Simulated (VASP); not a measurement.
# BN (I-4m2) in VASP: a series of runs, part 2 of 2

VASP 6.6.1. Earlier steps stand in the parts before.

### 4 Single point, r2SCAN (strain -0.040 along x and y, +0.000 along z)

File POSCAR:

```
BN
1.0
    0.0000000000      1.7326212049      1.8048137551
    1.7326212049      0.0000000000      1.8048137551
    1.7326212049      1.7326212049      0.0000000000
B N
1 1
Direct
    0.0000000000      0.0000000000      0.0000000000
    0.7500000000      0.7500000000      0.7500000000
```

File INCAR.step1:

```
PREC = Accurate
ENCUT = 520
ISMEAR = 0
SIGMA = 0.05
LREAL = F
LASPH = T
NELM = 100
NBANDS = 11
GGA = PE
ALGO = Normal
EDIFF = 1E-4
LWAVE = T
LCHARG = F
```

File INCAR.step2:

```
PREC = Accurate
ENCUT = 520
EDIFF = 1E-6
ISMEAR = 0
SIGMA = 0.05
LREAL = F
LASPH = T
NELM = 100
ALGO = Normal
ISIF = 2
LWAVE = F
LCHARG = F
METAGGA = R2SCAN
LMIXTAU = T
NBANDS = 11
ISTART = 1
```

File KPOINTS:

```
regular mesh
0
Gamma
  12 12 12
```

Potentials or basis: VASP PAW PBE potentials, release 64 (B, N).

Launch:

```console
$ cat potpaw_PBE.64/B/POTCAR potpaw_PBE.64/N/POTCAR > POTCAR
$ cp INCAR.step1 INCAR
$ mpirun -np 1 vasp_std > vasp.out
$ cp INCAR.step2 INCAR
$ mpirun -np 1 vasp_std > vasp.out
```

OUTCAR:

```text
PREC = Accurate
   ENCUT = 520
   EDIFF = 1E-6
   ISMEAR = 0
   LREAL = F
   LASPH = T
   NELM = 100
   ISIF = 2
   METAGGA = R2SCAN
   ISTART = 1

 ion  position               nearest neighbor table
   1  0.000  0.000  0.000-   2 1.52   2 1.52   2 1.52   2 1.52
   2  0.750  0.750  0.750-   1 1.52   1 1.52   1 1.52   1 1.52

  LATTYP: Found a body centered tetragonal cell.
 ALAT       =     2.4502964064
 C/A-ratio  =     1.4731391275

  Lattice vectors:

 A1 = (  -1.7326212049,   0.0000000000,   1.8048137551)
 A2 = (   1.7326212049,   0.0000000000,   1.8048137551)
 A3 = (   0.0000000000,   1.7326212049,  -1.8048137551)

Analysis of symmetry for initial positions (statically):
=====================================================================
 Subroutine PRICEL returns:
 Original cell was already a primitive cell.

 Routine SETGRP: Setting up the symmetry group for a
 body centered tetragonal supercell.

 Subroutine GETGRP returns: Found  8 space group operations
 (whereof  8 operations were pure point group operations)
 out of a pool of 16 trial point group operations.

The static configuration has the point symmetry D_2d.

Analysis of symmetry for dynamics (positions and initial velocities):
=====================================================================
 Subroutine PRICEL returns:
 Original cell was already a primitive cell.

 Routine SETGRP: Setting up the symmetry group for a
 body centered tetragonal supercell.

 Subroutine GETGRP returns: Found  8 space group operations
 (whereof  8 operations were pure point group operations)
 out of a pool of 16 trial point group operations.

The dynamic configuration has the point symmetry D_2d.

 Subroutine INISYM returns: Found  8 space group operations
 (whereof  8 operations are pure point group operations),
 and found     1 'primitive' translations

[... 111 lines left out ...]
   IALGO  =     38    algorithm
   IMIX   =      4    mixing-type and parameters
     AMIX     =   0.40;   BMIX     =  1.00
     AMIX_MAG =   1.60;   BMIX_MAG =  1.00
  volume/ion in A,a.u.               =       5.42        36.56
  Fermi-wavevector in a.u.,A,eV,Ry     =   1.479613  2.796064 29.786637  2.189256
  Thomas-Fermi vector in A             =   2.593750
   LORBIT       =      0    0 simple, 1 ext, 2 COOP (PROOUT), +10 PAW based schemes
   METAGGA = R2SCAN    functional components
   LHFCALC =     F    Hartree Fock is set to
   AEXX    =    0.0000 exact exchange contribution
   IVDW    =     0    specifies the selected vdW correction
   LEPSILON=     F    determine dielectric tensor
   LRPA    =     F    only Hartree local field effects (RPA)
 non-spin polarized calculation
 Gauss-broadening in eV      SIGMA  =   0.05
  energy-cutoff  :      520.00
  volume of cell :       10.84
 maximum number of plane-waves:       303
   NGX =  9   NGY =  9   NGZ =  9

 number of electron       7.9999999 magnetization

 Free energy of the ion-electron system (eV)
  ---------------------------------------------------
  ext. energy  EPLUGINS =         0.00000000
  ---------------------------------------------------
  free energy    TOTEN  =       -19.03427736 eV

  energy without entropy =      -19.03427736  energy(sigma->0) =      -19.03427736

 E-fermi :   8.7557     XC(G=0): -14.1112

 val. band max:        8.4990240009   @ k =   0.0000   0.0000   0.0000
 cond. band min:      13.1669834844   @ k =   0.5000   0.0000   0.5000
 fundamental gap:      4.6679594835
 Fermi energy:         8.7557125431

 k-point     1 :       0.0000    0.0000    0.0000
  band No.  band energies     occupation
      1     -13.9822      2.00000
      2       8.0318      2.00000
      3       8.4990      2.00000
      4       8.4990      2.00000
      5      18.2095      0.00000
      6      18.2095      0.00000
      7      18.5119      0.00000
      8      20.9136      0.00000
      9      36.2213      0.00000
     10      36.8197      0.00000
     11      37.8432      0.00000
[... 309 lines left out ...]
 k-point    24 :      -0.4167    0.1667    0.0000
  band No.  band energies     occupation
      1      -8.8394      2.00000
      2      -2.8611      2.00000
      3       3.3414      2.00000
      4       5.8413      2.00000
      5      19.2390      0.00000
      6      22.1895      0.00000
      7      22.2821      0.00000
      8      26.2938      0.00000
      9      32.2820      0.00000
     10      36.1033      0.00000
     11      38.3198      0.00000

 [... further k-points ...]
[... 5 lines left out ...]
  --------------------------------------------------------------------------------------
  -------------------------------------------------------------------------------------
  Total        3.2900767      3.2900767      1.2434310      0.0000000     -0.0000000      0.0000000
  in kB      486.4598144    486.4598144    183.8495778      0.0000000     -0.0000000      0.0000000
  external PRESSURE =     385.5897355 kB  Pullay stress =       0.0000000 kB

 VOLUME and BASIS-vectors are now :
 -----------------------------------------------------------------------------
  energy-cutoff  :      520.00
  volume of cell :       10.84
      direct lattice vectors                 reciprocal lattice vectors
     0.000000000  1.732621205  1.804813755    -0.288580100  0.288580100  0.277036896
     1.732621205  0.000000000  1.804813755     0.288580100 -0.288580100  0.277036896
     1.732621205  1.732621205  0.000000000     0.288580100  0.288580100 -0.277036896

 POSITION                                       TOTAL-FORCE (eV/Angst)
 -----------------------------------------------------------------------------------
      0.00000      0.00000      0.00000        -0.000000     -0.000000      0.000000
      2.59893      2.59893      2.70722         0.000000      0.000000      0.000000
 -----------------------------------------------------------------------------------
    total drift:                               -0.000021     -0.000021      0.000046

  FREE ENERGIE OF THE ION-ELECTRON SYSTEM (eV)
  ---------------------------------------------------
  free  energy   TOTEN  =       -19.0342773587 eV

  energy  without entropy=      -19.0342773587  energy(sigma->0) =      -19.03427736
```

OSZICAR.step1:

```text
N       E                     dE             d eps       ncg     rms          rms(c)
DAV:   1     0.117711522088E+02    0.11771E+02   -0.51928E+03  3685   0.734E+02
DAV:   2    -0.178771830391E+02   -0.29648E+02   -0.28667E+02  4333   0.171E+02
DAV:   3    -0.184021327952E+02   -0.52495E+00   -0.52408E+00  4201   0.192E+01
DAV:   4    -0.184026707899E+02   -0.53799E-03   -0.53799E-03  3868   0.691E-01
DAV:   5    -0.184026711888E+02   -0.39891E-06   -0.39890E-06  3942   0.190E-02    0.723E+00
DAV:   6    -0.174101319147E+02    0.99254E+00   -0.28285E+00  3748   0.101E+01    0.359E+00
DAV:   7    -0.173080388290E+02    0.10209E+00   -0.15046E-01  4089   0.311E+00    0.204E+00
DAV:   8    -0.172914035153E+02    0.16635E-01   -0.38806E-02  4012   0.146E+00    0.242E-01
DAV:   9    -0.172916382250E+02   -0.23471E-03   -0.84420E-04  3817   0.264E-01    0.918E-02
DAV:  10    -0.172917137731E+02   -0.75548E-04   -0.10804E-04  3935   0.887E-02
   1 F= -.17291714E+02 E0= -.17291714E+02  d E =-.431096E-19
```

It took 46 s on 1 thread of AMD EPYC 9R45 (Zen 5), shared host; peak memory 0.1 GiB.

What came out:

- Free energy: -19.0343 eV
- Pressure: 38.6 GPa
- Band gap on the k mesh: 4.67 eV (least direct gap 9.71 eV)

Levels at points of the mesh, in eV from the valence-band top:
```tsv
k point	band 2	band 3	band 4	band 5	band 6	band 7
(0.00, 0.00, 0.00)	-0.47	0.00	0.00	9.71	9.71	10.01
(0.50, 0.00, 0.00)	-12.07	-2.71	-1.98	10.84	12.07	12.51
(0.50, 0.50, 0.00)	-10.49	-5.28	-5.28	5.47	10.86	20.44
(0.50, 0.00, 0.50)	-9.86	-5.92	-5.89	4.67	9.83	20.12
```

Caveat: the cell differs from its parent crystal (strain -0.040 along x and y, +0.000 along z); the cell stands under pressure; the PAW data sets were made with another functional, which shifts forces and pressure a little.

### 5 Single point, r2SCAN (strain +0.000 along x and y, -0.040 along z)

File POSCAR:

```
BN
1.0
    0.0000000000      1.8048137551      1.7326212049
    1.8048137551      0.0000000000      1.7326212049
    1.8048137551      1.8048137551      0.0000000000
B N
1 1
Direct
    0.0000000000      0.0000000000      0.0000000000
    0.7500000000      0.7500000000      0.7500000000
```

INCAR.step1, as its differences from that of step 4:

```diff
@@ -6,3 +6,3 @@
 LASPH = T
-NELM = 100
+NELM = 60
 NBANDS = 11
```

File INCAR.step2:

```
PREC = Accurate
ENCUT = 520
EDIFF = 1E-6
ISMEAR = 0
SIGMA = 0.05
LREAL = F
LASPH = T
NELM = 60
ALGO = Normal
ISIF = 2
LWAVE = F
LCHARG = T
METAGGA = R2SCAN
LMIXTAU = T
LELF = T
LVHAR = T
NBANDS = 11
ISTART = 1
```

File KPOINTS:

```
Automatic mesh
0
Gamma
  12 12 12
```

Launch:

```console
$ cat potpaw_PBE.64/B/POTCAR potpaw_PBE.64/N/POTCAR > POTCAR
$ cp INCAR.step1 INCAR
$ mpirun -np 1 vasp_std > vasp.out
$ cp INCAR.step2 INCAR
$ mpirun -np 1 vasp_std > vasp.out
```

It took 50 s on 1 thread of AMD EPYC 9R45 (Zen 5), shared host; peak memory 0.1 GiB.

Results (log left out):

```
Free energy            : -19.1171 eV
Pressure               : 18.5 GPa
Band gap on the k mesh : 4.28 eV (least direct gap 9.31 eV)
```

Stress tensor (GPa, compression positive):
```
 9.92  0.00  0.00
 0.00  9.92  0.00
 0.00  0.00 35.71
```

Levels at points of the mesh, in eV from the valence-band top:
| k point | band 2 | band 3 | band 4 | band 5 | band 6 | band 7 |
| --- | --- | --- | --- | --- | --- | --- |
| (0.00, 0.00, 0.00) | -0.40 | -0.40 | 0.00 | 9.31 | 9.60 | 9.60 |
| (0.50, 0.00, 0.00) | -11.78 | -2.70 | -2.04 | 10.61 | 11.20 | 12.26 |
| (0.50, 0.50, 0.00) | -9.47 | -5.98 | -5.98 | 4.28 | 9.14 | 19.79 |
| (0.50, 0.00, 0.50) | -10.10 | -5.40 | -5.37 | 5.04 | 10.17 | 19.30 |

Caveat: the cell differs from its parent crystal (strain +0.000 along x and y, -0.040 along z); the cell stands under pressure; the PAW data sets were made with another functional, which shifts forces and pressure a little.

### 6 Summary

| cell | gap on the mesh (eV) | pressure (GPa) |
| --- | --- | --- |
| a = 2.452, b = 2.452, c = 2.348 Å, angles 61.4, 61.4, 57.2°, 2 atoms | 4.27 | 89.9 |
| a = 2.400, b = 2.400, c = 2.450 Å, angles 59.3, 59.3, 61.4°, 2 atoms | 4.28 | 88.8 |
| a = 2.502, b = 2.502, c = 2.450 Å, angles 60.7, 60.7, 58.6°, 2 atoms | 4.67 | 38.6 |
| a = 2.502, b = 2.502, c = 2.552 Å, angles 59.3, 59.3, 61.3°, 2 atoms | 4.28 | 18.5 |

Alike in all rows: task single point; level r2SCAN; potentials or basis VASP PAW PBE potentials, release 64 (B, N); no spin polarisation; k mesh 12 × 12 × 12; cutoff (eV) 520; smearing gaussian 0.05 eV.

Caveats: the cell stands under pressure; the PAW data sets were made with another functional, which shifts forces and pressure a little.

Absolute energies hang on the potentials; compare differences alone.
